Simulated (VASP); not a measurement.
Here is a VASP 6.6.1 calculation.

File INCAR:

```
  PREC = Accurate
  ENCUT = 520
  EDIFF = 1E-6
  ISMEAR = 0
  SIGMA = 0.1
  LREAL = F
  LASPH = T
  NELM = 100
  ALGO = Normal
  ISIF = 2
  LWAVE = F
  LCHARG = F
  GGA = PS
  NBANDS = 33
```

KPOINTS

```
Automatic mesh
0
Gamma
  12 12 6
```

File POSCAR:

```
Ta4O
1.0
    3.2110241804      0.0000000000      0.0000000000
    0.0000000000      3.2110241804      0.0000000000
    0.0000000000      0.0000000000      7.3417821703
Ta O
4 1
Direct
    0.0000000000      0.0000000000      0.5000000000
    0.5000000000      0.5000000000      0.7827839224
    0.5000000000      0.5000000000      0.2172160776
    0.0000000000      0.0000000000      0.0000000000
    0.5000000000      0.5000000000      0.5000000000
```

Potentials or basis: VASP PAW PBE potentials, release 64 (Ta_pv, O).

The run is started by

```bash
$ cat potpaw_PBE.64/Ta_pv/POTCAR potpaw_PBE.64/O/POTCAR > POTCAR
$ mpirun -np 1 vasp_std > vasp.out
```

Predict the pressure.

0.4 GPa.

Predict the band gap on the k mesh.

zero (bands 25 and 26 overlap by 1.04 eV).

What does it give for the largest force?

0.038 eV/Å.

Forces in eV/Å, atoms in the order of the input:
```
Ta   0.000  0.000  0.000
Ta   0.000  0.000  0.038
Ta   0.000  0.000 -0.038
Ta   0.000  0.000  0.000
O    0.000  0.000  0.000
```

Caveat: the PAW data sets were made with another functional, which shifts forces and pressure a little; spin-orbit coupling is left out, which moves the levels of the heavy elements.
